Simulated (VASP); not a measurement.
# Ge2Sb2Se (P-3m1) in VASP: notebook

Ge2Sb2Se is run at these levels: PBE; tasks: relaxation of cell and atoms, single point.

All numbers are computed with VASP 6.6.1; they aren't measurements. Logs are shortened: lines on timing, memory, paths and dates and some standing lists are left out, and cuts for length are marked.

**1. The cell of the first run**

The structure is trigonal, space group P-3m1 (No. 164). The conventional cell has a = 4.022 Å, b = 4.022 Å, c = 9.819 Å, α = 90.00°, β = 90.00°, γ = 120.00°. Within 4.1 Å of Ge (site symmetry 3m) lie 3 Se at 2.77 Å and 3 Sb at 2.98 Å and 9 Ge at 3.82 to 4.02 Å. Sb (site symmetry 3m) has 3 Ge at 2.98 Å and 9 Sb at 3.84 to 4.02 Å and 3 Se at 4.10 Å within 4.2 Å. Within 3.7 Å of Se (site symmetry -3m) lie 6 Ge at 2.77 Å.

The cell was built from a structure type or drawn by symmetry, and may not be a known phase.

**2. Relaxation of cell and atoms, PBE**

Input file INCAR:

```
SYSTEM = Ge2Sb2Se
  PREC = Accurate
  ENCUT = 600
  EDIFF = 1E-6
  ISMEAR = 0
  SIGMA = 0.1
  LREAL = .False.
  LASPH = .True.
  NELM = 100
  ALGO = Normal
  ISIF = 3
  LWAVE = .False.
  LCHARG = .False.
  GGA = PE
  IBRION = 2
  NSW = 90
  EDIFFG = -0.04
```

Input file KPOINTS:

```
Automatic mesh
0
Gamma
  6 6 2
  0 0 0
```

Input file POSCAR:

```
Ge2Sb2Se
1.0
    4.0215525200      0.0000000000      0.0000000000
   -2.0107762600      3.4827666500      0.0000000000
    0.0000000000      0.0000000000      9.8194182100
Ge Sb Se
2 2 1
Direct
    0.3333333300      0.6666666700      0.3453400100
    0.6666666700      0.3333333300      0.6546599900
    0.3333333300      0.6666666700      0.8444100000
    0.6666666700      0.3333333300      0.1555900000
    0.0000000000      0.0000000000      0.5000000000
```

Potentials or basis: VASP PAW PBE potentials, release 64 (Ge_d, Sb, Se).

Started as:

```
> cat potpaw_PBE.64/Ge_d/POTCAR potpaw_PBE.64/Sb/POTCAR potpaw_PBE.64/Se/POTCAR > POTCAR
> mpirun -np 1 vasp_std > vasp.out
```

OUTCAR:

```text
SYSTEM = Ge2Sb2Se
   PREC = Accurate
   ENCUT = 600
   EDIFF = 1E-6
   ISMEAR = 0
   LREAL = .False.
   LASPH = .True.
   NELM = 100
   ISIF = 3
   GGA = PE
   IBRION = 2
   NSW = 90
   EDIFFG = -0.04

 ion  position               nearest neighbor table
   1  0.333  0.667  0.345-   5 2.77   5 2.77   5 2.77   4 2.98   4 2.98   4 2.98
   2  0.667  0.333  0.655-   5 2.77   5 2.77   5 2.77   3 2.98   3 2.98   3 2.98
   3  0.333  0.667  0.844-   2 2.98   2 2.98   2 2.98
   4  0.667  0.333  0.156-   1 2.98   1 2.98   1 2.98
   5  0.000  0.000  0.500-   1 2.77   2 2.77   2 2.77   1 2.77   2 2.77   1 2.77

  LATTYP: Found a hexagonal cell.
 ALAT       =     4.0215525200
 C/A-ratio  =     2.4416983643

  Lattice vectors:

 A1 = (   4.0215525200,   0.0000000000,   0.0000000000)
 A2 = (  -2.0107762600,   3.4827666500,   0.0000000000)
 A3 = (   0.0000000000,   0.0000000000,   9.8194182100)

Analysis of symmetry for initial positions (statically):
=====================================================================
 Subroutine PRICEL returns:
 Original cell was already a primitive cell.

 Routine SETGRP: Setting up the symmetry group for a
 hexagonal supercell.

 Subroutine GETGRP returns: Found 12 space group operations
 (whereof 12 operations were pure point group operations)
 out of a pool of 24 trial point group operations.

The static configuration has the point symmetry D_3d.

Analysis of symmetry for dynamics (positions and initial velocities):
=====================================================================
 Subroutine PRICEL returns:
 Original cell was already a primitive cell.

 Routine SETGRP: Setting up the symmetry group for a
 hexagonal supercell.

 Subroutine GETGRP returns: Found 12 space group operations
 (whereof 12 operations were pure point group operations)
 out of a pool of 24 trial point group operations.

The dynamic configuration has the point symmetry D_3d.

 Subroutine INISYM returns: Found 12 space group operations
 (whereof 12 operations are pure point group operations),
 and found     1 'primitive' translations

----------------------------------------------------------------------------------------

                                     Primitive cell

  volume of cell :     137.5320

  direct lattice vectors                    reciprocal lattice vectors
     4.021552520  0.000000000  0.000000000     0.248660187  0.143564025  0.000000000
    -2.010776260  3.482766650  0.000000000     0.000000000  0.287128051  0.000000000
     0.000000000  0.000000000  9.819418210     0.000000000  0.000000000  0.101839027

  length of vectors
     4.021552520  4.021552524  9.819418210     0.287128051  0.287128051  0.101839027

  position of ions in fractional coordinates (direct lattice)
     0.333333330  0.666666670  0.345340010
     0.666666670  0.333333330  0.654659990
     0.333333330  0.666666670  0.844410000
     0.666666670  0.333333330  0.155590000
     0.000000000  0.000000000  0.500000000

  ion indices of the primitive-cell ions
   primitive index   ion index
                 1           1
                 2           2
                 3           3
                 4           4
                 5           5

----------------------------------------------------------------------------------------

 KPOINTS: Automatic mesh

Automatic generation of k-mesh.
 Grid dimensions read from file:
 generate k-points for:    6    6    2

 Generating k-lattice:

  Cartesian coordinates                     Fractional coordinates (reciprocal lattice)
     0.041443364  0.023927338  0.000000000     0.166666667 -0.000000000  0.000000000
     0.000000000  0.047854675  0.000000000     0.000000000  0.166666667  0.000000000
     0.000000000  0.000000000  0.050919514     0.000000000  0.000000000  0.500000000

  Length of vectors
     0.047854675  0.047854675  0.050919514

  Shift w.r.t. Gamma in fractional coordinates (k-lattice)
     0.000000000  0.000000000  0.000000000

 Subroutine IBZKPT returns following result:
 ===========================================

 Found     14 irreducible k-points:

 Following reciprocal coordinates:
            Coordinates               Weight
  0.000000  0.000000  0.000000      1.000000
  0.166667  0.000000  0.000000      6.000000
  0.333333  0.000000  0.000000      6.000000
  0.500000  0.000000  0.000000      3.000000
  0.166667  0.166667  0.000000      6.000000
  0.333333  0.166667  0.000000     12.000000
  0.333333  0.333333  0.000000      2.000000
  0.000000  0.000000  0.500000      1.000000
  0.166667  0.000000  0.500000      6.000000
  0.333333  0.000000  0.500000      6.000000
  0.500000  0.000000  0.500000      3.000000
  0.166667  0.166667  0.500000      6.000000
  0.333333  0.166667  0.500000     12.000000
  0.333333  0.333333  0.500000      2.000000
   k-points           NKPTS =     14   k-points in BZ     NKDIM =     14   number of bands    NBANDS=     26
   number of dos      NEDOS =    301   number of ions     NIONS =      5
   total plane-waves  NPLWV =  81920
   dimension x,y,z NGX =    32 NGY =   32 NGZ =   80
   dimension x,y,z NGXF=    64 NGYF=   64 NGZF=  160
   ions per type =               2   2   1
   NGX,Y,Z   is equivalent  to a cutoff of  13.23, 13.23, 13.54 a.u.
   NGXF,Y,Z  is equivalent  to a cutoff of  26.46, 26.46, 27.09 a.u.
 SYSTEM =  Ge2Sb2Se
   PREC   = accura    normal or accurate (medium, high low for compatibility)
   ISTART =      0    job   : 0-new  1-cont  2-samecut
   ICHARG =      2    charge: 1-file 2-atom 10-const
   ISPIN  =      1    spin polarized calculation?
   LNONCOLLINEAR =      F non collinear calculations
   LSORBIT =      F    spin-orbit coupling
   LASPH  =      T    aspherical Exc in radial PAW
   ENCUT  =  600.0 eV  44.10 Ry    6.64 a.u.   8.03  8.03 19.61*2*pi/ulx,y,z
   NELM   =    100;   NELMIN=  2; NELMDL= -5     # of ELM steps
   EDIFF  = 0.1E-05   stopping-criterion for ELM
   LREAL  =      F    real-space projection
   EDIFFG = -.4E-01   stopping-criterion for IOM
   NSW    =     90    number of steps for IOM
   IBRION =      2    ionic relax: 0-MD 1-quasi-New 2-CG
   NFREE  =      1    steps in history (QN), initial steepest desc. (CG)
   ISIF   =      3    stress and relaxation
   ISYM   =      2    0-nonsym 1-usesym 2-fastsym
   POTIM  = 0.5000    time-step for ionic-motion
   TEBEG  =    0.0;   TEEND  =   0.0 temperature during run
   PSTRESS=    0.0 pullay stress
   NELECT =      44.0000    total number of electrons
   NUPDOWN=      -1.0000    fix difference up-down
   EMIN   =  10.00;   EMAX   =-10.00  energy-range for DOS
   EFERMI =   0.00;   METHOD = LEGACY
   ISMEAR =     0;   SIGMA  =   0.10  broadening in eV -4-tet -1-fermi 0-gaus
   EFERMI_NEDOS =   21; number of points for ismear=-14 and -15
   IALGO  =     38    algorithm
   IMIX   =      4    mixing-type and parameters
     AMIX     =   0.40;   BMIX     =  1.00
     AMIX_MAG =   1.60;   BMIX_MAG =  1.00
  volume/ion in A,a.u.               =      27.51       185.62
  Fermi-wavevector in a.u.,A,eV,Ry     =   1.119673  2.115875 17.057175  1.253667
  Thomas-Fermi vector in A             =   2.256314
   LORBIT       =      0    0 simple, 1 ext, 2 COOP (PROOUT), +10 PAW based schemes
   GGA     = PE    functional components
   LHFCALC =     F    Hartree Fock is set to
   AEXX    =    0.0000 exact exchange contribution
   IVDW    =     0    specifies the selected vdW correction
   LEPSILON=     F    determine dielectric tensor
   LRPA    =     F    only Hartree local field effects (RPA)
 conjugate gradient relaxation of ions
 non-spin polarized calculation
 Gauss-broadening in eV      SIGMA  =   0.10
  energy-cutoff  :      600.00
  volume of cell :      137.53
 maximum number of plane-waves:      4609
   NGX = 17   NGY = 17   NGZ = 39

--------------------------------------- Ionic step        1  -------------------------------------------

 number of electron      43.9999990 magnetization

 Free energy of the ion-electron system (eV)
  ---------------------------------------------------
  ext. energy  EPLUGINS =         0.00000000
  ---------------------------------------------------
  free energy    TOTEN  =       -19.59855609 eV

  energy without entropy =      -19.58095617  energy(sigma->0) =      -19.58975613

------------------------ aborting loop because EDIFF is reached ----------------------------------------

  FORCE on cell =-STRESS in cart. coord.  units (eV):
  Direction    XX          YY          ZZ          XY          YZ          ZX
  --------------------------------------------------------------------------------------
  -------------------------------------------------------------------------------------
  Total       -4.0161872     -4.0161873     -1.0793018      0.0000000      0.0000000      0.0000000
  in kB      -46.7865106    -46.7865107    -12.5733095      0.0000000      0.0000000      0.0000000
  external PRESSURE =     -35.3821103 kB  Pullay stress =       0.0000000 kB
[... 98 lines left out ...]
  FREE ENERGIE OF THE ION-ELECTRON SYSTEM (eV)
  ---------------------------------------------------
  free  energy   TOTEN  =       -19.9055063157 eV

  energy  without entropy=      -19.8927556970  energy(sigma->0) =      -19.89913101

 E-fermi :   6.0827     XC(G=0):  -9.9897

 val. band max:        5.8260573418   @ k =   0.5000   0.0000   0.0000
 cond. band min:       6.1284026205   @ k =   0.3333   0.0000   0.0000
 fundamental gap:      0.3023452787
 Fermi energy:         6.0826754691

 k-point     1 :       0.0000    0.0000    0.0000
  band No.  band energies     occupation
      1     -18.7623      2.00000
      2     -18.7623      2.00000
      3     -18.7620      2.00000
      4     -18.7620      2.00000
      5     -18.7606      2.00000
      6     -18.7594      2.00000
[... 395 lines left out ...]
     25       8.3996      0.00000
     26       8.7411      0.00000

[... ionic steps 4 to 17 ...]

--------------------------------------- Ionic step       18  -------------------------------------------

 number of electron      43.9999989 magnetization

------------------------ aborting loop because EDIFF is reached ----------------------------------------

  FORCE on cell =-STRESS in cart. coord.  units (eV):
  Direction    XX          YY          ZZ          XY          YZ          ZX
  --------------------------------------------------------------------------------------
  -------------------------------------------------------------------------------------
  Total       -0.1352927     -0.1352927     -0.2077818      0.0000000     -0.0000000      0.0000000
  in kB       -1.7586781     -1.7586781     -2.7009671      0.0000000     -0.0000000      0.0000000
  external PRESSURE =      -2.0727745 kB  Pullay stress =       0.0000000 kB
[... 63 lines left out ...]
  energy  without entropy=      -20.1515790894  energy(sigma->0) =      -20.15613184

--------------------------------------- Ionic step       20  -------------------------------------------

 number of electron      43.9999994 magnetization

 Free energy of the ion-electron system (eV)
  ---------------------------------------------------
  ext. energy  EPLUGINS =         0.00000000
  ---------------------------------------------------
  free energy    TOTEN  =       -20.16189886 eV

  energy without entropy =      -20.15244469  energy(sigma->0) =      -20.15717178

 E-fermi :   6.1572     XC(G=0): -10.0927

 val. band max:        6.0508452443   @ k =   0.1667   0.0000   0.0000
 cond. band min:       6.1837551128   @ k =   0.1667   0.1667   0.5000
 fundamental gap:      0.1329098685
 Fermi energy:         6.1572346171

 k-point     1 :       0.0000    0.0000    0.0000
  band No.  band energies     occupation
      1     -18.5617      2.00000
      2     -18.5617      2.00000
      3     -18.5614      2.00000
      4     -18.5614      2.00000
      5     -18.5611      2.00000
      6     -18.5599      2.00000
[... 427 lines left out ...]
  FREE ENERGIE OF THE ION-ELECTRON SYSTEM (eV)
  ---------------------------------------------------
  free  energy   TOTEN  =       -20.1618988601 eV

  energy  without entropy=      -20.1524446908  energy(sigma->0) =      -20.15717178

 reached required accuracy - stopping structural energy minimisation
```

Run time: 5 min. Hardware: 1 thread of Intel Xeon 6975P-C (Granite Rapids), shared host; peak memory 0.33 GiB.

What came out:

| Property | Result |
| --- | --- |
| Free energy | -20.1619 eV |
| Relaxed volume | 24.60 Å³/atom |
| Relaxed cell | a = 3.750 Å, b = 3.750 Å, c = 10.103 Å, α = 90.00°, β = 90.00°, γ = 120.00° |
| Space group after relaxing (to 0.1 Å) | P-3m1 (No. 164) |
| Energy gained by relaxing | 112.7 meV/atom |
| Ionic steps | 20 |
| Pressure after relaxing | -0.1 GPa |
| Largest force after relaxing | 0.027 eV/Å |
| Band gap on the k mesh | zero (bands 22 and 23 overlap by 2.67 eV) |

Forces in eV/Å, atoms in the order of the input:
```
Ge   0.000  0.000 -0.027
Ge   0.000  0.000  0.027
Sb   0.000  0.000  0.009
Sb   0.000  0.000 -0.009
Se   0.000  0.000  0.000
```

The path:
| step | energy change (eV) | largest force (eV/Å) | pressure (GPa) | volume (Å³) |
| --- | --- | --- | --- | --- |
| 1 | 0.0000 | 1.0314 | -3.54 | 137.53 |
| 2 | -0.2870 | 0.9420 | 0.37 | 125.76 |
| 3 | -0.3070 | 0.8415 | 2.07 | 122.19 |
| 4 | -0.4895 | 0.3323 | 1.66 | 122.37 |
| 5 | -0.5287 | 0.3351 | 1.47 | 122.40 |
| 6 | -0.5301 | 0.3348 | 1.45 | 122.39 |
| 7 | -0.5386 | 0.0752 | -1.14 | 127.22 |
| 8 | -0.5472 | 0.1010 | -0.16 | 125.16 |
| 9 | -0.5472 | 0.1052 | -0.03 | 125.10 |
| 10 | -0.5483 | 0.0938 | -0.07 | 124.85 |
| 11 | -0.5506 | 0.0691 | 0.05 | 124.08 |
| 12 | -0.5511 | 0.1484 | 0.35 | 122.56 |
| 13 | -0.5515 | 0.1490 | 0.47 | 122.54 |
| 14 | -0.5526 | 0.1580 | 0.50 | 122.46 |
| 15 | -0.5544 | 0.1774 | 0.39 | 122.29 |
| 16 | -0.5556 | 0.2097 | 0.28 | 121.97 |
| 17 | -0.5581 | 0.1775 | 0.20 | 122.29 |
| 18 | -0.5620 | 0.0876 | -0.21 | 123.25 |
| 19 | -0.5621 | 0.0666 | -0.32 | 123.50 |
| 20 | -0.5633 | 0.0265 | -0.12 | 123.01 |

Final structure:
```cif
data_structure
_symmetry_space_group_name_H-M 'P 1'
_symmetry_Int_Tables_number 1
_cell_length_a 3.7496
_cell_length_b 3.7496
_cell_length_c 10.1033
_cell_angle_alpha 90.000
_cell_angle_beta 90.000
_cell_angle_gamma 120.000
_cell_volume 123.01
loop_
_atom_site_label
_atom_site_type_symbol
_atom_site_fract_x
_atom_site_fract_y
_atom_site_fract_z
_atom_site_occupancy
Ge1 Ge 0.33333 0.66667 0.32387 1
Ge2 Ge 0.66667 0.33333 0.67613 1
Sb1 Sb 0.33333 0.66667 0.85794 1
Sb2 Sb 0.66667 0.33333 0.14206 1
Se1 Se 0.00000 0.00000 0.50000 1
```

Levels at points of the mesh, in eV from the Fermi level:
| k point | band 18 | band 19 | band 20 | band 21 | band 22 | band 23 | band 24 | band 25 | band 26 |
| --- | --- | --- | --- | --- | --- | --- | --- | --- | --- |
| (0.00, 0.00, 0.00) | -1.22 | -1.10 | 1.02 | 1.02 | 1.68 | 1.68 | 2.70 | 3.08 | 3.08 |
| (0.50, 0.00, 0.00) | -3.25 | -2.91 | -2.28 | -1.98 | -0.55 | -0.27 | 0.59 | 1.83 | 3.32 |
| (0.00, 0.00, 0.50) | -1.44 | 0.95 | 1.26 | 1.26 | 1.31 | 1.31 | 1.35 | 3.35 | 3.35 |
| (0.50, 0.00, 0.50) | -4.05 | -2.89 | -1.26 | -0.98 | -0.95 | -0.19 | 0.40 | 1.70 | 2.77 |

Caveat: spin-orbit coupling is left out, which moves the levels of the heavy elements; this functional lacks dispersion, which binds the layers, so the pressure and a relaxed spacing across them are unreliable.

**3. Single point, PBE**

This run uses another cell than the first one, of 24.82 Å³/atom.

Input file INCAR:

```
PREC = Accurate
ENCUT = 520
EDIFF = 1E-6
ISMEAR = 0
SIGMA = 0.1
LREAL = F
LASPH = T
NELM = 100
ALGO = Normal
ISIF = 2
LWAVE = F
LCHARG = F
GGA = PE
NBANDS = 30
```

Input file KPOINTS:

```
regular mesh
0
Gamma
  12 12 4
```

Input file POSCAR:

```
Ge2Sb2Se
1.0
    4.0132488359      0.0000000000      0.0000000000
   -2.0066244179      3.4755754436      0.0000000000
    0.0000000000      0.0000000000      8.8986343377
Ge Sb Se
2 2 1
Direct
    0.3333333333      0.6666666667      0.3121474992
    0.6666666667      0.3333333333      0.6878525008
    0.3333333333      0.6666666667      0.8818311444
    0.6666666667      0.3333333333      0.1181688556
    0.0000000000      0.0000000000      0.5000000000
```

Potentials or basis: VASP PAW PBE potentials, release 64 (Ge_d, Sb, Se).

Started as:

```
> cat potpaw_PBE.64/Ge_d/POTCAR potpaw_PBE.64/Sb/POTCAR potpaw_PBE.64/Se/POTCAR > POTCAR
> mpirun -np 1 vasp_std > vasp.out
```

Wall time 94 s (1 thread of Intel Xeon 6975P-C (Granite Rapids), shared host); peak memory 0.4 GiB.

Results (log left out):

```
Free energy            : -20.3385 eV
Pressure               : 0.0 GPa
Largest force          : 0.003 eV/Å
Band gap on the k mesh : zero (bands 22 and 23 overlap by 1.75 eV)
```

Forces in eV/Å, atoms in the order of the input:
```
Ge   0.000  0.000 -0.003
Ge   0.000  0.000  0.003
Sb   0.000  0.000  0.001
Sb   0.000  0.000 -0.001
Se   0.000  0.000  0.000
```

Levels at points of the mesh, in eV from the Fermi level:
| k point | band 18 | band 19 | band 20 | band 21 | band 22 | band 23 | band 24 | band 25 | band 26 | band 27 |
| --- | --- | --- | --- | --- | --- | --- | --- | --- | --- | --- |
| (0.00, 0.00, 0.00) | -0.88 | -0.81 | -0.50 | -0.50 | 0.96 | 0.96 | 1.98 | 1.98 | 2.07 | 2.08 |
| (0.50, 0.00, 0.00) | -3.25 | -2.77 | -1.96 | -1.48 | -1.35 | -0.79 | 1.24 | 1.42 | 3.22 | 3.92 |
| (0.00, 0.00, 0.50) | -1.99 | -0.33 | -0.33 | 0.43 | 0.46 | 0.46 | 0.60 | 2.44 | 2.44 | 3.35 |
| (0.50, 0.00, 0.50) | -4.06 | -3.24 | -2.17 | -1.12 | -0.53 | 0.45 | 0.66 | 2.00 | 2.42 | 3.35 |

Caveat: spin-orbit coupling is left out, which moves the levels of the heavy elements.

[end of part 1 of 2]
